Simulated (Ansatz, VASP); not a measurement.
## RbSb4As3 in VASP and in Ansatz

```
CELL_PARAMETERS angstrom
4.56734 0.00000 0.00000
-2.28367 3.95544 0.00000
-2.28367 1.31848 12.56890
ATOMIC_POSITIONS crystal
Rb 0.50000 0.50000 0.50000
Sb 0.08647 0.91353 0.25941
Sb 0.91353 0.08647 0.74059
Sb 0.30242 0.69758 0.90726
Sb 0.69758 0.30242 0.09274
As 0.23100 0.76900 0.69300
As 0.76900 0.23100 0.30700
As 0.00000 0.00000 0.00000
```

Alike in both runs: task single point; functional PBE; k mesh 5 × 5 × 5; no spin polarisation.

|  | VASP | Ansatz |
| --- | --- | --- |
| version | VASP 6.6.1 | Ansatz 0.2.0 |
| potentials or method | VASP PAW PBE potentials, release 64 (Rb_sv, Sb, As), cutoff 520 eV | PAW plane waves |
| occupations | fermi-dirac, width 0.1 eV | fermi-dirac |
| valence electrons in the cell | 44 | 114 |

|  | VASP | Ansatz | Ansatz less VASP |
| --- | --- | --- | --- |
| gap on the k mesh at the Fermi level (eV) | none | none | - |
| pressure (GPa) | 8.1 | 8.0 | -0.09 |
| traceless stress, the component that is largest in VASP (GPa) | -2.54 | -2.52 | +0.017 |
| rms of the force components (eV/Å) | 0.267 | 0.259 | -0.0082 |

Atom by atom the forces differ by 0.010 eV/Å (rms over components). A gap of «none» marks a metal or a gap that the smearing closes. VASP's potentials hold 44 valence electrons a cell and Ansatz's 114, so a difference there can come from the potentials and not from the codes. Ansatz's warnings: structure snapped to symmetry.

Spin-orbit coupling is off throughout.
